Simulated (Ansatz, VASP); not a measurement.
**Pb in VASP and in Ansatz**

The input INCAR:

```
PREC = Accurate ; ENCUT = 520
EDIFF = 1E-6 ; ISMEAR = -1
SIGMA = 0.05 ; LREAL = F
LASPH = T ; NELM = 100
ALGO = Normal ; ISIF = 2
LWAVE = F ; LCHARG = T
GGA = B5 ; ALDAX = 1.0
AGGAX = 1.0 ; AGGAC = 1.0
ALDAC = 0.0 ; LELF = T
LVHAR = T ; NBANDS = 13
```

The input KPOINTS:

```
Automatic mesh
0
Gamma
  9 9 9
```

POSCAR

```
Pb
1.0
    0.0000000000      2.4914113386      2.4914113386
    2.4914113386      0.0000000000      2.4914113386
    2.4914113386      2.4914113386      0.0000000000
Pb
1
Direct
    0.0000000000      0.0000000000      0.0000000000
```

Contents of input.yaml:

```yaml
crystal:
  lattice:
    - [0.0, 2.4914113386, 2.4914113386]
    - [2.4914113386, 0.0, 2.4914113386]
    - [2.4914113386, 2.4914113386, 0.0]
  atoms:
    - { symbol: Pb, position: [0.0, 0.0, 0.0] }
hamiltonian:
  xc: blyp
  pseudopotentials: { kind: paw }
kpoints:
  mp_grid: { grid: [9, 9, 9] }
scf:
  occupations: { method: fermi_dirac, width: 0.05 }
output:
  forces: true
  stress: true
  eigenvalues: true
```

Alike in both runs: task single point; functional BLYP; k mesh 9 × 9 × 9; occupations fermi-dirac, width 0.05 eV; no spin polarisation.

|  | VASP | Ansatz |
| --- | --- | --- |
| version | VASP 6.6.1 | Ansatz 0.2.0 |
| potentials or method | VASP PAW PBE potentials, release 64 (Pb_d) | Ansatz PAW |
| plane-wave cutoff (eV) | 520 | 420 |
| valence electrons in the cell | 14 | 14 |

```tsv
	VASP	Ansatz	Ansatz less VASP
gap on the k mesh at the Fermi level (eV)	none	none	-
pressure (GPa)	4.9	4.8	-0.11
```

VASP's potentials were made for PBE, not for BLYP. A gap of «none» marks a metal or a gap that the smearing closes.

Spin-orbit coupling is off throughout.
